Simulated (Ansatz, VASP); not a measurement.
## InBiO in VASP and in Ansatz

```
CELL_PARAMETERS angstrom
3.62927 0.00000 0.00000
-1.81464 3.14304 0.00000
0.00000 0.00000 5.98874
ATOMIC_POSITIONS crystal
In 0.00000 0.00000 0.50000
Bi 0.33333 0.66667 0.00000
O 0.66667 0.33333 0.50000
```

Change from the starting cell: species swapped into the CaCuSi type (P-6m2, No. 187).

Alike in both runs: functional PBE; k mesh 6 × 6 × 4; occupations gaussian, width 0.1 eV; no spin polarisation.

Ansatz relaxed the structure, and its values are those at the end. VASP's run is a single point on that final structure, the one shown.

```csv
,VASP,Ansatz
version,VASP 6.6.1,Ansatz 0.2.0
potentials or method,"VASP PAW PBE potentials, release 64 (In_d, Bi_d, O), cutoff 520 eV","scalar-relativistic, plane waves, PAW"
valence electrons in the cell,34,34
```

Ansatz gave:

```
gap on the k mesh at the Fermi level (eV) : none
pressure (GPa)                            : 0.1
```

What did VASP give for the same quantities?

gap on the k mesh at the Fermi level (eV): none; pressure (GPa): 0.2.

A gap of «none» marks a metal or a gap that the smearing closes.

Neither program's run includes spin-orbit coupling.
